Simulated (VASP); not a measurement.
# MoS2 in VASP: further runs

Runs on MoS2. Level: LDA. Tasks: single point.

Program: VASP 6.6.1. These are calculated values, not measurements. Logs are shortened: lines on timing, memory, paths and dates and some standing lists are left out, and cuts for length are marked.

## 1. The cell of the first run

The typed cell holds 6 atoms: a = 3.161 Å, b = 3.175 Å, c = 12.295 Å, α = 90.21°, β = 90.57°, γ = 120.43°.

## 2. Single point, LDA (equal xy, yz and zx shear strains of -1 %)

The input, INCAR:

```
  PREC = Accurate
  ENCUT = 520
  EDIFF = 1E-7
  ISMEAR = -1
  SIGMA = 0.03
  LREAL = False
  LASPH = True
  NELM = 80
  ALGO = Normal
  ISIF = 2
  LWAVE = False
  LCHARG = False
  GGA = CA
  NBANDS = 35
```

The input, KPOINTS:

```
Automatic mesh
0
Gamma
  10 10 3
```

The input, POSCAR:

```
MoS2
1.0
    3.1610016016     -0.0158050080     -0.0158050080
   -1.5941883392      2.7454101924     -0.0057850344
   -0.0614750000     -0.0614750000     12.2950000000
Mo S
2 4
Direct
    0.3333333333      0.6666666667      0.2500000000
    0.6666666667      0.3333333333      0.7500000000
    0.3333333333      0.6666666667      0.6275000000
    0.6666666667      0.3333333333      0.1275000000
    0.3333333333      0.6666666667      0.8725000000
    0.6666666667      0.3333333333      0.3725000000
```

Potentials or basis: VASP PAW LDA potentials, release 64 (Mo_sv, S).

The run is started by

```sh
$ cat potpaw_LDA.64/Mo_sv/POTCAR potpaw_LDA.64/S/POTCAR > POTCAR
$ mpirun -np 1 vasp_std > vasp.out
```

OUTCAR:

```text
PREC = Accurate
   ENCUT = 520
   EDIFF = 1E-7
   ISMEAR = -1
   LREAL = False
   LASPH = True
   NELM = 80
   ISIF = 2
   GGA = CA

 ion  position               nearest neighbor table
   1  0.333  0.667  0.250-   4 2.34   6 2.35   6 2.37   6 2.38   4 2.38   4 2.38
   2  0.667  0.333  0.750-   5 2.34   3 2.35   3 2.37   3 2.38   5 2.38   5 2.38
   3  0.333  0.667  0.627-   2 2.35   2 2.37   2 2.38
   4  0.667  0.333  0.127-   1 2.34   1 2.38   1 2.38
   5  0.333  0.667  0.873-   2 2.34   2 2.38   2 2.38
   6  0.667  0.333  0.373-   1 2.35   1 2.37   1 2.38

  LATTYP: Found a triclinic cell.
 ALAT       =     3.1473980352
 B/A-ratio  =     1.0043472704
 C/A-ratio  =     3.9064990299
 COS(alpha) =     0.0099745013
 COS(beta)  =     0.0136846555
 COS(gamma) =     0.4934979113

  Lattice vectors:

 A1 = (   1.5668132624,   2.7296051844,  -0.0215900424)
 A2 = (   3.1610016016,  -0.0158050080,  -0.0158050080)
 A3 = (   0.0614750000,   0.0614750000, -12.2950000000)

Analysis of symmetry for initial positions (statically):
=====================================================================
 Subroutine PRICEL returns:
 Original cell was already a primitive cell.

 Routine SETGRP: Setting up the symmetry group for a
 triclinic supercell.

 Subroutine GETGRP returns: Found  2 space group operations
 (whereof  2 operations were pure point group operations)
 out of a pool of  2 trial point group operations.

The static configuration has the point symmetry S_2 .

Analysis of symmetry for dynamics (positions and initial velocities):
=====================================================================
 Subroutine PRICEL returns:
 Original cell was already a primitive cell.

 Routine SETGRP: Setting up the symmetry group for a
 triclinic supercell.

 Subroutine GETGRP returns: Found  2 space group operations
 (whereof  2 operations were pure point group operations)
 out of a pool of  2 trial point group operations.

The dynamic configuration has the point symmetry S_2 .

 Subroutine INISYM returns: Found  2 space group operations
 (whereof  2 operations are pure point group operations),
 and found     1 'primitive' translations

----------------------------------------------------------------------------------------

                                     Primitive cell

  volume of cell :     106.3839

  direct lattice vectors                    reciprocal lattice vectors
     3.161001602 -0.015805008 -0.015805008     0.317289196  0.184246873  0.002507680
    -1.594188339  2.745410192 -0.005785034     0.001835749  0.365314135  0.001835749
    -0.061475000 -0.061475000 12.295000000     0.000408733  0.000408733  0.081337963

  length of vectors
     3.161080626  3.174704246 12.295307371     0.366913658  0.365323360  0.081340017

  position of ions in fractional coordinates (direct lattice)
     0.333333333  0.666666667  0.250000000
     0.666666667  0.333333333  0.750000000
     0.333333333  0.666666667  0.627500000
     0.666666667  0.333333333  0.127500000
     0.333333333  0.666666667  0.872500000
     0.666666667  0.333333333  0.372500000

  ion indices of the primitive-cell ions
   primitive index   ion index
                 1           1
                 2           2
                 3           3
                 4           4
                 5           5
                 6           6

----------------------------------------------------------------------------------------

 KPOINTS: Automatic mesh

Automatic generation of k-mesh.
 Grid dimensions read from file:
 generate k-points for:   10   10    3

 Generating k-lattice:

  Cartesian coordinates                     Fractional coordinates (reciprocal lattice)
     0.031728920  0.018424687  0.000250768     0.100000000  0.000000000  0.000000000
     0.000183575  0.036531414  0.000183575     0.000000000  0.100000000  0.000000000
     0.000136244  0.000136244  0.027112654    -0.000000000  0.000000000  0.333333333

  Length of vectors
     0.036691366  0.036532336  0.027113339

  Shift w.r.t. Gamma in fractional coordinates (k-lattice)
     0.000000000  0.000000000  0.000000000

 Subroutine IBZKPT returns following result:
 ===========================================

 Found    152 irreducible k-points:

 Following reciprocal coordinates:
            Coordinates               Weight
  0.000000  0.000000  0.000000      1.000000
  0.100000  0.000000  0.000000      2.000000
  0.200000  0.000000  0.000000      2.000000
  0.300000 -0.000000 -0.000000      2.000000
  0.400000  0.000000  0.000000      2.000000
  0.500000  0.000000  0.000000      1.000000
[... 16 lines left out ...]
 -0.400000  0.200000 -0.000000      2.000000
 -0.300000  0.200000  0.000000      2.000000
 [... further k-points ...]
   k-points           NKPTS =    152   k-points in BZ     NKDIM =    152   number of bands    NBANDS=     35
   number of dos      NEDOS =    301   number of ions     NIONS =      6
   total plane-waves  NPLWV =  55296
   dimension x,y,z NGX =    24 NGY =   24 NGZ =   96
   dimension x,y,z NGXF=    48 NGYF=   48 NGZF=  192
   ions per type =               2   4
   NGX,Y,Z   is equivalent  to a cutoff of  12.62, 12.57, 12.98 a.u.
   NGXF,Y,Z  is equivalent  to a cutoff of  25.24, 25.14, 25.96 a.u.
 SYSTEM =  unknown system
   PREC   = accura    normal or accurate (medium, high low for compatibility)
   ISTART =      0    job   : 0-new  1-cont  2-samecut
   ICHARG =      2    charge: 1-file 2-atom 10-const
   ISPIN  =      1    spin polarized calculation?
   LNONCOLLINEAR =      F non collinear calculations
   LSORBIT =      F    spin-orbit coupling
   LASPH  =      T    aspherical Exc in radial PAW
   ENCUT  =  520.0 eV  38.22 Ry    6.18 a.u.   5.88  5.90 22.86*2*pi/ulx,y,z
   NELM   =     80;   NELMIN=  2; NELMDL= -5     # of ELM steps
   EDIFF  = 0.1E-06   stopping-criterion for ELM
   LREAL  =      F    real-space projection
   EDIFFG = 0.1E-05   stopping-criterion for IOM
   NSW    =      0    number of steps for IOM
   IBRION =     -1    ionic relax: 0-MD 1-quasi-New 2-CG
   NFREE  =      0    steps in history (QN), initial steepest desc. (CG)
   ISIF   =      2    stress and relaxation
   ISYM   =      2    0-nonsym 1-usesym 2-fastsym
   POTIM  = 0.5000    time-step for ionic-motion
   TEBEG  =    0.0;   TEEND  =   0.0 temperature during run
   PSTRESS=    0.0 pullay stress
   NELECT =      52.0000    total number of electrons
   NUPDOWN=      -1.0000    fix difference up-down
   EMIN   =  10.00;   EMAX   =-10.00  energy-range for DOS
   EFERMI =   0.00;   METHOD = LEGACY
   ISMEAR =    -1;   SIGMA  =   0.03  broadening in eV -4-tet -1-fermi 0-gaus
   EFERMI_NEDOS =   21; number of points for ismear=-14 and -15
   IALGO  =     38    algorithm
   IMIX   =      4    mixing-type and parameters
     AMIX     =   0.40;   BMIX     =  1.00
     AMIX_MAG =   1.60;   BMIX_MAG =  1.00
  volume/ion in A,a.u.               =      17.73       119.65
  Fermi-wavevector in a.u.,A,eV,Ry     =   1.289587  2.436966 22.626959  1.663035
  Thomas-Fermi vector in A             =   2.421471
   LORBIT       =      0    0 simple, 1 ext, 2 COOP (PROOUT), +10 PAW based schemes
   GGA     = CA    functional components
   LHFCALC =     F    Hartree Fock is set to
   AEXX    =    0.0000 exact exchange contribution
   IVDW    =     0    specifies the selected vdW correction
   LEPSILON=     F    determine dielectric tensor
   LRPA    =     F    only Hartree local field effects (RPA)
 non-spin polarized calculation
  energy-cutoff  :      520.00
  volume of cell :      106.38
 maximum number of plane-waves:      2887
   NGX = 11   NGY = 11   NGZ = 45

 number of electron      51.9999998 magnetization

 Free energy of the ion-electron system (eV)
  ---------------------------------------------------
  ext. energy  EPLUGINS =         0.00000000
  ---------------------------------------------------
  free energy    TOTEN  =       -48.85645612 eV

  energy without entropy =      -48.85645610  energy(sigma->0) =      -48.85645611

 E-fermi :   7.9801     XC(G=0): -11.0897

 val. band max:        7.6067636650   @ k =   0.0000   0.0000   0.0000
 cond. band min:       8.4317594554   @ k =   0.3000   0.4000  -0.0000
 fundamental gap:      0.8249957905
 Fermi energy:         7.9801060512

 k-point     1 :       0.0000    0.0000    0.0000
  band No.  band energies     occupation
      1     -53.7079      2.00000
      2     -53.7079      2.00000
      3     -28.0851      2.00000
      4     -28.0850      2.00000
      5     -27.8610      2.00000
      6     -27.8610      2.00000
[... 27 lines left out ...]
     34      10.1092      0.00000
     35      12.8396      0.00000

 k-point     2 :       0.1000    0.0000    0.0000
  band No.  band energies     occupation
      1     -53.7036      2.00000
      2     -53.7036      2.00000
      3     -28.0767      2.00000
      4     -28.0766      2.00000
      5     -27.8900      2.00000
      6     -27.8900      2.00000
[... 27 lines left out ...]
     34       9.9059      0.00000
     35      13.5428      0.00000

 k-point     3 :       0.2000    0.0000    0.0000
  band No.  band energies     occupation
      1     -53.6924      2.00000
      2     -53.6924      2.00000
      3     -28.0547      2.00000
      4     -28.0546      2.00000
      5     -27.9988      2.00000
      6     -27.9988      2.00000
[... 27 lines left out ...]
     34      10.5035      0.00000
     35      14.7194      0.00000
[... 723 lines left out ...]
 k-point    23 :      -0.4000    0.2000   -0.0000
  band No.  band energies     occupation
      1     -53.6730      2.00000
      2     -53.6730      2.00000
      3     -28.1568      2.00000
      4     -28.1568      2.00000
      5     -28.0155      2.00000
      6     -28.0155      2.00000
[... 27 lines left out ...]
     34      11.7720      0.00000
     35      15.1497      0.00000

 k-point    24 :      -0.3000    0.2000    0.0000
  band No.  band energies     occupation
      1     -53.6842      2.00000
      2     -53.6842      2.00000
      3     -28.0819      2.00000
      4     -28.0819      2.00000
      5     -28.0377      2.00000
      6     -28.0376      2.00000
[... 27 lines left out ...]
     34      11.1988      0.00000
     35      15.3462      0.00000

 [... further k-points ...]

------------------------ aborting loop because EDIFF is reached ----------------------------------------

  FORCE on cell =-STRESS in cart. coord.  units (eV):
  Direction    XX          YY          ZZ          XY          YZ          ZX
  --------------------------------------------------------------------------------------
  -------------------------------------------------------------------------------------
  Total       -0.7041234     -0.6990190      3.8396785      0.5932434      1.0095224      1.0096553
  in kB      -10.6043354    -10.5274609     57.8268490      8.9344450     15.2037465     15.2057483
  external PRESSURE =      12.2316842 kB  Pullay stress =       0.0000000 kB

 VOLUME and BASIS-vectors are now :
 -----------------------------------------------------------------------------
  energy-cutoff  :      520.00
  volume of cell :      106.38
      direct lattice vectors                 reciprocal lattice vectors
     3.161001602 -0.015805008 -0.015805008     0.317289196  0.184246873  0.002507680
    -1.594188339  2.745410192 -0.005785034     0.001835749  0.365314135  0.001835749
    -0.061475000 -0.061475000 12.295000000     0.000408733  0.000408733  0.081337963

 POSITION                                       TOTAL-FORCE (eV/Angst)
 -----------------------------------------------------------------------------------
     -0.02449      1.80964      3.06462         0.091167      0.001664      0.008160
      1.52983      0.85849      9.20878        -0.091167     -0.001664     -0.008160
     -0.04770      1.78643      7.70599        -0.113757     -0.159128     -0.763637
      1.56810      0.89676      1.55515        -0.206145     -0.160795     -0.771973
     -0.06276      1.77137     10.71826         0.206145      0.160795      0.771973
      1.55304      0.88170      4.56742         0.113757      0.159128      0.763637
 -----------------------------------------------------------------------------------
    total drift:                                0.000000     -0.000000     -0.000000

  FREE ENERGIE OF THE ION-ELECTRON SYSTEM (eV)
  ---------------------------------------------------
  free  energy   TOTEN  =       -48.8564561223 eV

  energy  without entropy=      -48.8564560975  energy(sigma->0) =      -48.85645611
```

It took 7.5 min on 1 thread of Intel Xeon Platinum 8488C (Sapphire Rapids), shared host; peak memory 0.5 GiB.

What came out:

```yaml
Free_energy: -48.8565 eV
Pressure: 1.2 GPa
Largest_force: 0.815 eV/Å
Band_gap_on_the_k_mesh: 0.82 eV (least direct gap 1.84 eV)
```

Forces on the atoms (eV/Å):
```
Mo   0.091  0.002  0.008
Mo  -0.091 -0.002 -0.008
S   -0.114 -0.159 -0.764
S   -0.206 -0.161 -0.772
S    0.206  0.161  0.772
S    0.114  0.159  0.764
```

Stress tensor (GPa, compression positive):
```
-1.06  0.89  1.52
 0.89 -1.05  1.52
 1.52  1.52  5.78
```

Levels at points of the mesh, in eV from the valence-band top:
```
           k point  band 24  band 25  band 26  band 27  band 28  band 29
(0.00, 0.00, 0.00)    -1.30    -1.19     0.00     1.91     1.93     2.00
(0.50, 0.00, 0.00)    -1.92    -1.57    -1.43     1.37     1.41     1.87
(0.00, 0.50, 0.00)    -1.87    -1.60    -1.46     1.36     1.41     1.86
(0.50, 0.50, 0.00)    -1.82    -1.62    -1.48     1.37     1.41     1.85
```

Caveat: the cell differs from its parent crystal (equal xy, yz and zx shear strains of -1 %); an odd mesh through Γ misses points on the zone boundary, where band edges can lie.

## 3. Single point, LDA (16.67 Å³/atom)

This run uses another cell than the first one, of 16.67 Å³/atom.

The input, INCAR:

```
PREC = Accurate
ENCUT = 520
EDIFF = 1E-6
ISMEAR = -1
SIGMA = 0.03
LREAL = False
LASPH = True
NELM = 80
ALGO = Normal
ISIF = 2
LWAVE = False
LCHARG = False
NBANDS = 35
```

The input, KPOINTS:

```
regular mesh
0
Gamma
  10 10 3
```

POSCAR: that of step 2 with these lines changed.

```diff
@@ -2,5 +2,5 @@
 1.0
-    3.1610016016     -0.0158050080     -0.0158050080
-   -1.5941883392      2.7454101924     -0.0057850344
-   -0.0614750000     -0.0614750000     12.2950000000
+    3.0964732586      0.0000000000      0.0000000000
+   -1.5482366293      2.6816245041      0.0000000000
+    0.0000000000      0.0000000000     12.0440112067
 Mo S
```

Potentials or basis: VASP PAW LDA potentials, release 64 (Mo_sv, S).

The run is started by

```sh
$ cat potpaw_LDA.64/Mo_sv/POTCAR potpaw_LDA.64/S/POTCAR > POTCAR
$ mpirun -np 1 vasp_std > vasp.out
```

OUTCAR:

```text
PREC = Accurate
   ENCUT = 520
   EDIFF = 1E-6
   ISMEAR = -1
   LREAL = False
   LASPH = True
   NELM = 80
   ISIF = 2

 ion  position               nearest neighbor table
   1  0.333  0.667  0.250-   4 2.32   6 2.32   4 2.32   6 2.32   4 2.32   6 2.32
   2  0.667  0.333  0.750-   3 2.32   5 2.32   3 2.32   5 2.32   3 2.32   5 2.32
   3  0.333  0.667  0.627-   2 2.32   2 2.32   2 2.32
   4  0.667  0.333  0.127-   1 2.32   1 2.32   1 2.32
   5  0.333  0.667  0.873-   2 2.32   2 2.32   2 2.32
   6  0.667  0.333  0.373-   1 2.32   1 2.32   1 2.32

  LATTYP: Found a hexagonal cell.
 ALAT       =     3.0964732586
 C/A-ratio  =     3.8895899305

  Lattice vectors:

 A1 = (   3.0964732586,   0.0000000000,   0.0000000000)
 A2 = (  -1.5482366293,   2.6816245041,   0.0000000000)
 A3 = (   0.0000000000,   0.0000000000,  12.0440112067)

Analysis of symmetry for initial positions (statically):
=====================================================================
 Subroutine PRICEL returns:
 Original cell was already a primitive cell.

 Routine SETGRP: Setting up the symmetry group for a
 hexagonal supercell.

 Subroutine GETGRP returns: Found 24 space group operations
[... 179 lines left out ...]
 fundamental gap:      0.8158719322
 Fermi energy:         8.8749719213

 k-point     1 :       0.0000    0.0000    0.0000
  band No.  band energies     occupation
      1     -52.8497      2.00000
      2     -52.8497      2.00000
      3     -27.2986      2.00000
      4     -27.2984      2.00000
      5     -26.9872      2.00000
      6     -26.9872      2.00000
[... 901 lines left out ...]
     34      12.4210      0.00000
     35      14.2318      0.00000

 [... further k-points ...]

------------------------ aborting loop because EDIFF is reached ----------------------------------------

  FORCE on cell =-STRESS in cart. coord.  units (eV):
  Direction    XX          YY          ZZ          XY          YZ          ZX
  --------------------------------------------------------------------------------------
  -------------------------------------------------------------------------------------
  Total        6.1669928      6.1669928     11.3752825     -0.0000000      0.0000000      0.0000000
  in kB       98.7978677     98.7978677    182.2369020     -0.0000000      0.0000000      0.0000000
  external PRESSURE =     126.6108791 kB  Pullay stress =       0.0000000 kB

 VOLUME and BASIS-vectors are now :
 -----------------------------------------------------------------------------
  energy-cutoff  :      520.00
  volume of cell :      100.01
      direct lattice vectors                 reciprocal lattice vectors
     3.096473259  0.000000000  0.000000000     0.322948050  0.186454143  0.000000000
    -1.548236629  2.681624504  0.000000000     0.000000000  0.372908287  0.000000000
     0.000000000  0.000000000 12.044011207     0.000000000  0.000000000  0.083028817

 POSITION                                       TOTAL-FORCE (eV/Angst)
 -----------------------------------------------------------------------------------
     -0.00000      1.78775      3.01100         0.000000     -0.000000     -0.000000
      1.54824      0.89387      9.03301        -0.000000      0.000000     -0.000000
     -0.00000      1.78775      7.55762        -0.000000     -0.000000     -1.997490
      1.54824      0.89387      1.53561        -0.000000     -0.000000     -1.997490
     -0.00000      1.78775     10.50840        -0.000000     -0.000000      1.997490
      1.54824      0.89387      4.48639         0.000000     -0.000000      1.997490
 -----------------------------------------------------------------------------------
    total drift:                               -0.000000      0.000000     -0.000000

  FREE ENERGIE OF THE ION-ELECTRON SYSTEM (eV)
  ---------------------------------------------------
  free  energy   TOTEN  =       -48.6031985921 eV

  energy  without entropy=      -48.6031985639  energy(sigma->0) =      -48.60319858
```

stdout:

```text
POSCAR found type information on POSCAR MoS
 POSCAR found :  2 types and       6 ions
 scaLAPACK will be used
 LDA part: xc-table for (Slater(with rela. corr.)+CA(PZ))
 , standard interpolation
 POSCAR, INCAR and KPOINTS ok, starting setup
 FFT: planning ... GRIDC
 FFT: planning ... GRID_SOFT
 FFT: planning ... GRID
 WAVECAR not read
 entering main loop
```

Run time: 1.9 min. Hardware: 1 thread of Intel Xeon 8259CL, shared host; peak memory 0.22 GiB.

What came out:

- Free energy: -48.6032 eV
- Pressure: 12.7 GPa
- Largest force: 1.997 eV/Å
- Band gap on the k mesh: 0.82 eV (least direct gap 2.02 eV)

Forces in eV/Å, atoms in the order of the input:
```
Mo   0.000  0.000  0.000
Mo   0.000  0.000  0.000
S    0.000  0.000 -1.997
S    0.000  0.000 -1.997
S    0.000  0.000  1.997
S    0.000  0.000  1.997
```

Stress tensor (GPa, compression positive):
```
 9.88  0.00  0.00
 0.00  9.88  0.00
 0.00  0.00 18.22
```

Caveat: the cell stands under pressure; an odd mesh through Γ misses points on the zone boundary, where band edges can lie; forces of over 1 eV/Å act on the atoms, so gaps and moduli don't describe the material at rest.

(Continued in part 2 of 2.)
